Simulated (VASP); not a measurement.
Cl:

```
Cl
1.0
     0.00000    3.07500    3.07500
     3.07500    0.00000    3.07500
     3.07500    3.07500    0.00000
Cl
2
Cartesian
  0.0000 0.0000 0.0000
  1.5375 1.5375 1.5375
```

| Quantity | Value |
| --- | --- |
| Program | VASP 6.6.1 |
| Task | relaxation of cell and atoms |
| Functional | PBE |
| Potentials or basis | VASP PAW PBE potentials, release 64 (Cl) |
| Cutoff | 600 eV |
| k mesh | 13 × 13 × 13 |
| Occupations | fermi-dirac, width 0.02 eV |
| Spin | no spin polarisation |

At the start: pressure 3.7 GPa; volume 29.08 Å³/atom.

Problem. Where does the relaxation end?

Solution. Over 4 steps the energy falls by 44.0 meV/atom and the volume is 33.45 Å³/atom (+15.1 %); space group Fd-3m (No. 227, to 0.05 Å).

The path:
```csv
step,energy change (eV),largest force (eV/Å),pressure (GPa),volume (Å³)
1,0.0000,0.0000,3.69,58.15
2,-0.0799,0.0000,0.94,63.97
3,-0.0878,0.0000,-0.15,67.43
4,-0.0880,0.0000,-0.01,66.91
```

Final structure:
```yaml
crystal:
  lattice:
    - [0.00000, 3.22221, 3.22221]
    - [3.22221, 0.00000, 3.22221]
    - [3.22221, 3.22221, 0.00000]
  atoms:
    - { symbol: Cl, position: [0.00000, 0.00000, 0.00000] }
    - { symbol: Cl, position: [0.25000, 0.25000, 0.25000] }
```

Caveat: the volume moved by over 15 % at a fixed basis, so the end points are rough.
